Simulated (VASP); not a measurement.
Crystal: TaN.

```
Ta N
1.0
     5.19600    0.00000    0.00000
    -2.59800    4.49987    0.00000
     0.00000    0.00000    2.91100
Ta N
3 3
Direct
  0.33333 0.66667 0.50000
  0.66667 0.33333 0.50000
  0.00000 0.00000 0.00000
  0.39285 0.00000 0.00000
  0.60715 0.60715 0.00000
  0.00000 0.39285 0.00000
```

| Quantity | Value |
| --- | --- |
| Program | VASP 6.6.1 |
| Task | relaxation of cell and atoms |
| Functional | LDA |
| Potentials or basis | VASP PAW LDA potentials, release 64 (Ta_pv, N) |
| Cutoff | 600 eV |
| k mesh | 7 × 7 × 11 |
| Occupations | fermi-dirac, width 0.1 eV |
| Spin | no spin polarisation |

At the start: pressure -8.3 GPa; volume 11.34 Å³/atom.

Q: Where does the relaxation end?

A: Over 10 steps the energy falls by 7.7 meV/atom and the volume is 11.06 Å³/atom (-2.5 %); space group P-62m (No. 189, to 0.05 Å).

Step by step:
| step | energy change (eV) | largest force (eV/Å) | pressure (GPa) | volume (Å³) |
| --- | --- | --- | --- | --- |
| 1 | 0.0000 | 0.0380 | -8.34 | 68.06 |
| 2 | 0.2502 | 0.3308 | 24.88 | 62.41 |
| 3 | -0.0460 | 0.0646 | -0.16 | 66.41 |
| 4 | -0.0460 | 0.0671 | 0.02 | 66.38 |
| 5 | -0.0460 | 0.0692 | 0.20 | 66.34 |
| 6 | -0.0463 | 0.0054 | 0.13 | 66.35 |
| 7 | -0.0464 | 0.0190 | 0.16 | 66.35 |
| 8 | -0.0464 | 0.0005 | -0.29 | 66.43 |
| 9 | -0.0464 | 0.0105 | -0.08 | 66.39 |
| 10 | -0.0465 | 0.0017 | -0.01 | 66.37 |

Final structure:
```
Ta N
1.0
     5.15948    0.00000    0.00000
    -2.57974    4.46824    0.00000
     0.00000    0.00000    2.87899
Ta N
3 3
Cartesian
  0.0000 2.9788 1.4395
  2.5797 1.4894 1.4395
  5.1595 0.0000 0.0000
  2.0292 0.0000 0.0000
  1.5651 2.7109 0.0000
  -1.0146 1.7573 0.0000
```
